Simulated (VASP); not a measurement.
Set up this calculation in VASP 6.6.1, as the native input.

```yaml
Task: relaxation of cell and atoms
Functional: PBE
Potentials_or_basis: VASP PAW PBE potentials, release 64 (Ga_d, N)
Cutoff: 600 eV
k_mesh: 17 × 17 × 17
Occupations: fermi-dirac, width 0.1 eV
Spin: no spin polarisation
Target_pressure: 170 GPa
Dipole_correction: no
Further_INCAR_settings: ALGO = Normal; EDIFF = 1e-07; IBRION = 2; EDIFFG = -0.005; NSW = 32; ISIF = 3
```

The structure of GaN (zincblende type) lies in POSCAR:

```
GaN
1.0
    0.0000000000      1.9841004890      1.9841004890
    1.9841004890      0.0000000000      1.9841004890
    1.9841004890      1.9841004890      0.0000000000
Ga N
1 1
Direct
    0.0000000000      0.0000000000      0.0000000000
    0.2500000000      0.2500000000      0.2500000000
```

These files were run (other wordings do the same):

INCAR

```
PREC = Accurate ; ENCUT = 600
EDIFF = 1E-7 ; ISMEAR = -1
SIGMA = 0.1 ; LREAL = False
LASPH = True ; NELM = 80
ALGO = Normal ; ISIF = 3
LWAVE = False ; LCHARG = False
GGA = PE ; IBRION = 2
NSW = 32 ; EDIFFG = -0.005
PSTRESS = 1700.0
```

KPOINTS

```
Automatic mesh
0
Gamma
  17 17 17
```

Potentials or basis: VASP PAW PBE potentials, release 64 (Ga_d, N).

Command:

```bash
$ cat potpaw_PBE.64/Ga_d/POTCAR potpaw_PBE.64/N/POTCAR > POTCAR
$ mpirun -np 1 vasp_std > vasp.out
```

Results of the run:

| Property | Result |
| --- | --- |
| Relaxed volume | 7.79 Å³/atom |
| Relaxed cell | a = 2.804 Å, b = 2.804 Å, c = 2.804 Å, α = 60.00°, β = 60.00°, γ = 60.00° |
| Space group after relaxing (to 0.05 Å) | F-43m (No. 216) |
| Energy change on relaxing (the enthalpy is what falls) | +19.1 meV/atom |
| Ionic steps | 3 |
| Pressure after relaxing | 170.0 GPa |
| Band gap on the k mesh | 3.42 eV, indirect (least direct gap 4.11 eV) |

Caveat: the cell is relaxed towards a set pressure, so the enthalpy falls and the energy may rise.

It took 46 s on 1 thread of Intel(R) Xeon(R) Platinum 8488C (Sapphire Rapids) (shared host), peak memory 0.18 GiB.
